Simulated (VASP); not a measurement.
# ZnSe (P6_3/mmc) in VASP: notebook, part 2 of 2

VASP 6.6.1.

### 4 Single point, r2SCAN

POSCAR

```
ZnSe
1.0
    3.7796697619      0.0000000000      0.0000000000
   -1.8898348810      3.2732900317      0.0000000000
    0.0000000000      0.0000000000      6.1318974053
Zn Se
2 2
Direct
    0.0000000000      0.0000000000      0.0000000000
    0.0000000000      0.0000000000      0.5000000000
    0.3333333333      0.6666666667      0.2500000000
    0.6666666667      0.3333333333      0.7500000000
```

INCAR.step1

```
SYSTEM = ZnSe
ALGO = Normal ; EDIFF = 1E-4
ENCUT = 520 ; GGA = PE
ISMEAR = -1 ; LASPH = .TRUE.
LCHARG = .FALSE. ; LREAL = .FALSE.
LWAVE = .TRUE. ; NBANDS = 26
NELM = 80 ; PREC = Accurate
SIGMA = 0.02
```

INCAR.step2

```
SYSTEM = ZnSe
ALGO = Normal ; EDIFF = 1E-7
ENCUT = 520 ; ISIF = 2
ISMEAR = -1 ; ISTART = 1
LASPH = .TRUE. ; LCHARG = .FALSE.
LMIXTAU = .TRUE. ; LREAL = .FALSE.
LWAVE = .FALSE. ; METAGGA = R2SCAN
NBANDS = 26 ; NELM = 80
PREC = Accurate ; SIGMA = 0.02
```

KPOINTS

```
k-points
0
G
  6 6 4
  0 0 0
```

Potentials or basis: VASP PAW PBE potentials, release 64 (Zn, Se).

Run with:

```
$ cat potpaw_PBE.64/Zn/POTCAR potpaw_PBE.64/Se/POTCAR > POTCAR
$ cp INCAR.step1 INCAR
$ mpirun -np 1 vasp_std > vasp.out
$ cp INCAR.step2 INCAR
$ mpirun -np 1 vasp_std > vasp.out
```

OUTCAR:

```text
SYSTEM = ZnSe
   EDIFF = 1E-7
   ENCUT = 520
   ISIF = 2
   ISMEAR = -1
   ISTART = 1
   LASPH = .TRUE.
   LREAL = .FALSE.
   METAGGA = R2SCAN
   NELM = 80
   PREC = Accurate

 ion  position               nearest neighbor table
   1  0.000  0.000  0.000-   3 2.67   4 2.67   4 2.67   3 2.67   4 2.67   3 2.67
   2  0.000  0.000  0.500-   3 2.67   4 2.67   4 2.67   3 2.67   4 2.67   3 2.67
   3  0.333  0.667  0.250-   1 2.67   2 2.67   1 2.67   2 2.67   1 2.67   2 2.67
   4  0.667  0.333  0.750-   1 2.67   2 2.67   1 2.67   2 2.67   1 2.67   2 2.67

  LATTYP: Found a hexagonal cell.
 ALAT       =     3.7796697619
 C/A-ratio  =     1.6223368155

  Lattice vectors:

 A1 = (   3.7796697619,   0.0000000000,   0.0000000000)
 A2 = (  -1.8898348810,   3.2732900317,   0.0000000000)
 A3 = (   0.0000000000,   0.0000000000,   6.1318974053)

Analysis of symmetry for initial positions (statically):
=====================================================================
 Subroutine PRICEL returns:
 Original cell was already a primitive cell.

 Routine SETGRP: Setting up the symmetry group for a
 hexagonal supercell.

 Subroutine GETGRP returns: Found 24 space group operations
 (whereof 12 operations were pure point group operations)
 out of a pool of 24 trial point group operations.

The static configuration has the point symmetry D_3d.
 The point group associated with its full space group is D_6h.

Analysis of symmetry for dynamics (positions and initial velocities):
=====================================================================
 Subroutine PRICEL returns:
 Original cell was already a primitive cell.

 Routine SETGRP: Setting up the symmetry group for a
 hexagonal supercell.

 Subroutine GETGRP returns: Found 24 space group operations
 (whereof 12 operations were pure point group operations)
 out of a pool of 24 trial point group operations.

The dynamic configuration has the point symmetry D_3d.
 The point group associated with its full space group is D_6h.

 Subroutine INISYM returns: Found 24 space group operations
[... 116 lines left out ...]
     AMIX     =   0.40;   BMIX     =  1.00
     AMIX_MAG =   1.60;   BMIX_MAG =  1.00
  volume/ion in A,a.u.               =      18.97       127.99
  Fermi-wavevector in a.u.,A,eV,Ry     =   1.276923  2.413034 22.184727  1.630531
  Thomas-Fermi vector in A             =   2.409551
   LORBIT       =      0    0 simple, 1 ext, 2 COOP (PROOUT), +10 PAW based schemes
   METAGGA = R2SCAN    functional components
   LHFCALC =     F    Hartree Fock is set to
   AEXX    =    0.0000 exact exchange contribution
   IVDW    =     0    specifies the selected vdW correction
   LEPSILON=     F    determine dielectric tensor
   LRPA    =     F    only Hartree local field effects (RPA)
 non-spin polarized calculation
  energy-cutoff  :      520.00
  volume of cell :       75.86
 maximum number of plane-waves:      2058
   NGX = 15   NGY = 15   NGZ = 23

 number of electron      36.0000030 magnetization

 Free energy of the ion-electron system (eV)
  ---------------------------------------------------
  ext. energy  EPLUGINS =         0.00000000
  ---------------------------------------------------
  free energy    TOTEN  =       -48.46872975 eV

  energy without entropy =      -48.46743037  energy(sigma->0) =      -48.46808006

 E-fermi :   3.0595     XC(G=0): -11.0699

 val. band max:        3.0390924285   @ k =   0.1667   0.0000   0.0000
 cond. band min:       4.1786120565   @ k =   0.0000   0.0000   0.0000
 fundamental gap:      1.1395196280
 Fermi energy:         3.0594929194

 k-point     1 :       0.0000    0.0000    0.0000
  band No.  band energies     occupation
      1     -11.3785      2.00000
      2      -9.8978      2.00000
      3      -4.2866      2.00000
      4      -4.1408      2.00000
      5      -4.1408      2.00000
      6      -4.0304      2.00000
[... 598 lines left out ...]
     25      13.1600      0.00000
     26      13.1600      0.00000

------------------------ aborting loop because EDIFF is reached ----------------------------------------

  FORCE on cell =-STRESS in cart. coord.  units (eV):
  Direction    XX          YY          ZZ          XY          YZ          ZX
  --------------------------------------------------------------------------------------
  -------------------------------------------------------------------------------------
  Total        0.0846092      0.0846092      0.1278578     -0.0000000      0.0000000     -0.0000000
  in kB        1.7868779      1.7868779      2.7002542     -0.0000000      0.0000000     -0.0000000
  external PRESSURE =       2.0913367 kB  Pullay stress =       0.0000000 kB

 VOLUME and BASIS-vectors are now :
 -----------------------------------------------------------------------------
  energy-cutoff  :      520.00
  volume of cell :       75.86
      direct lattice vectors                 reciprocal lattice vectors
     3.779669762  0.000000000  0.000000000     0.264573379  0.152751512  0.000000000
    -1.889834881  3.273290032  0.000000000     0.000000000  0.305503023  0.000000000
     0.000000000  0.000000000  6.131897405     0.000000000  0.000000000  0.163081659

 POSITION                                       TOTAL-FORCE (eV/Angst)
 -----------------------------------------------------------------------------------
      0.00000      0.00000      0.00000        -0.000000      0.000000      0.000000
      0.00000      0.00000      3.06595        -0.000000      0.000000      0.000000
     -0.00000      2.18219      1.53297         0.000000     -0.000000     -0.000000
      1.88983      1.09110      4.59892        -0.000000      0.000000      0.000000
 -----------------------------------------------------------------------------------
    total drift:                               -0.000000      0.000000      0.000000

  FREE ENERGIE OF THE ION-ELECTRON SYSTEM (eV)
  ---------------------------------------------------
  free  energy   TOTEN  =       -48.4687297523 eV

  energy  without entropy=      -48.4674303663  energy(sigma->0) =      -48.46808006
```

OUTCAR.step1:

```text
SYSTEM = ZnSe
   EDIFF = 1E-4
   ENCUT = 520
   GGA = PE
   ISMEAR = -1
   LASPH = .TRUE.
   LREAL = .FALSE.
   NELM = 80
[... 831 lines left out ...]
      0.00000      0.00000      3.06595         0.000000      0.000000     -0.000000
     -0.00000      2.18219      1.53297        -0.000000     -0.000000      0.000000
      1.88983      1.09110      4.59892        -0.000000      0.000000      0.000000
 -----------------------------------------------------------------------------------
    total drift:                               -0.000000      0.000000      0.000000

  FREE ENERGIE OF THE ION-ELECTRON SYSTEM (eV)
  ---------------------------------------------------
  free  energy   TOTEN  =       -10.7624290323 eV

  energy  without entropy=      -10.7612822846  energy(sigma->0) =      -10.76185566
```

OSZICAR.step1:

```text
N       E                     dE             d eps       ncg     rms          rms(c)
DAV:   1     0.229541815032E+03    0.22954E+03   -0.17091E+04  1092   0.167E+03
DAV:   2     0.929532035073E+01   -0.22025E+03   -0.21129E+03  1108   0.341E+02
DAV:   3    -0.110390057589E+02   -0.20334E+02   -0.20007E+02  1298   0.102E+02
DAV:   4    -0.114382743019E+02   -0.39927E+00   -0.39837E+00  1234   0.139E+01
DAV:   5    -0.114406655169E+02   -0.23912E-02   -0.23905E-02  1312   0.112E+00    0.674E+00
DAV:   6    -0.107935553817E+02    0.64711E+00   -0.13863E+00  1456   0.287E+01    0.526E+00
DAV:   7    -0.107654658546E+02    0.28090E-01   -0.57914E-01  1212   0.505E+00    0.215E+00
DAV:   8    -0.107629188122E+02    0.25470E-02   -0.11898E-02  1198   0.107E+00    0.553E-01
DAV:   9    -0.107624041596E+02    0.51465E-03   -0.28945E-03  1366   0.914E-01    0.816E-02
DAV:  10    -0.107624290323E+02   -0.24873E-04   -0.49065E-04  1164   0.340E-01
   1 F= -.10762429E+02 E0= -.10761856E+02  d E =-.114675E-02
```

Run time: 3 min. Hardware: 1 thread of AMD EPYC 7R43 (Zen 3), shared host; peak memory 0.18 GiB.

Results:

| Property | Result |
| --- | --- |
| Free energy | -48.4687 eV |
| Pressure | 0.2 GPa |
| Band gap on the k mesh | zero (band 18 reaches 3.04 eV, above the bottom of band 19 at 3.03 eV) |

Stress tensor (GPa, compression positive):
```
0.18 0.00 0.00
0.00 0.18 0.00
0.00 0.00 0.27
```

Caveat: the PAW data sets were made with another functional, which shifts forces and pressure a little.
